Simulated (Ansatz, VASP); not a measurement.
## Two plane-wave programs on HCl

Contents of POSCAR:

```
HCl
1.0
    0.0000000000      2.7785625000      2.7375000000
    2.7785625000      0.0000000000      2.7375000000
    2.7785625000      2.7785625000      0.0000000000
H Cl
1 1
Direct
    0.0000000000      0.0000000000      0.0000000000
    0.5000000000      0.5000000000      0.5000000000
```

The input INCAR.step1:

```
ALGO = Normal
EDIFF = 1E-4
ENCUT = 520
GGA = PE
ISMEAR = 0
LASPH = True
LCHARG = False
LREAL = False
LWAVE = True
NBANDS = 11
NELM = 100
PREC = Accurate
SIGMA = 0.15
```

File INCAR.step2:

```
ALGO = Normal
EDIFF = 1E-7
ENCUT = 520
ISIF = 2
ISMEAR = 0
ISTART = 1
LASPH = True
LCHARG = False
LMIXTAU = True
LREAL = False
LWAVE = False
METAGGA = R2SCAN
NBANDS = 11
NELM = 100
PREC = Accurate
SIGMA = 0.15
```

The input KPOINTS:

```
k-points
0
Gamma
  16 16 16
```

Input for Ansatz:

```yaml
crystal:
  lattice:
    - [0.0, 2.7785625, 2.7375]
    - [2.7785625, 0.0, 2.7375]
    - [2.7785625, 2.7785625, 0.0]
  atoms:
    - { symbol: H, position: [0.0, 0.0, 0.0] }
    - { symbol: Cl, position: [0.5, 0.5, 0.5] }
basis:
  ecutwfc: 500
kpoints:
  mp_grid: { grid: [16, 16, 16] }
hamiltonian:
  xc: r2scan
scf:
  occupations: { method: gaussian, width: 0.15 }
output:
  forces: true
  stress: true
  eigenvalues: true
```

Change from the starting cell: strain +0.015 along x and y, +0.000 along z, atoms carried along.

Alike in both runs: task single point; functional r2SCAN; k mesh 16 × 16 × 16; occupations gaussian, width 0.15 eV; no spin polarisation.

```csv
,VASP,Ansatz
version,VASP 6.6.1,Ansatz 0.2.0
potentials or method,"VASP PAW PBE potentials, release 64 (H, Cl), cutoff 520 eV","scalar-relativistic, plane waves, PAW"
valence electrons in the cell,8,8
```

```tsv
	VASP	Ansatz	Ansatz less VASP
pressure (GPa)	-9.9	-9.8	+0.08
traceless stress, the component that is largest in VASP (GPa)	-0.82	-0.82	+0.002
```

VASP's potentials were made for PBE, not for r2SCAN.
